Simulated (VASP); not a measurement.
A run of VASP 6.6.1:

Contents of INCAR:

```
SYSTEM = C
PREC     = Accurate       ! precision mode
ENCUT    = 520            ! plane-wave cutoff, eV
EDIFF    = 1E-6           ! SCF threshold, eV
ISMEAR   = -1             ! smearing method
SIGMA    = 0.05           ! smearing width, eV
LREAL    = .False.        ! projectors in reciprocal space
LASPH    = .True.         ! aspherical terms in the spheres
NELM     = 80             ! most SCF steps
ALGO     = Normal         ! electronic algorithm
ISIF     = 2              ! what is computed and relaxed
LWAVE    = .False.        ! write WAVECAR
LCHARG   = .False.        ! write CHGCAR
NBANDS   = 16             ! bands
```

The input KPOINTS:

```
Automatic mesh
0
Gamma
  13 13 7
  0 0 0
```

File POSCAR:

```
C
1.0
    2.5789045650      0.0000000000      0.0000000000
   -1.2894522825      2.2333968672      0.0000000000
    0.0000000000      0.0000000000      4.2955302952
C
4
Direct
    0.3333333333      0.6666666667      0.0628291463
    0.6666666667      0.3333333333      0.5628291463
    0.3333333333      0.6666666667      0.4371708537
    0.6666666667      0.3333333333      0.9371708537
```

Potentials or basis: VASP PAW LDA potentials, release 64 (C).

Launch:

```bash
$ cat potpaw_LDA.64/C/POTCAR > POTCAR
$ mpirun -np 1 vasp_std > vasp.out
```

Hardware: 1 thread of AMD EPYC 7R43 64-Core Processor (Zen 3) (shared host).

Q: How long does it take, and how much memory?

A: Wall time 23 s on 1 thread of AMD EPYC 7R43 64-Core Processor (Zen 3), on a shared host, peak memory 0.1 GiB. Counts: scf iterations 11, k points 84.
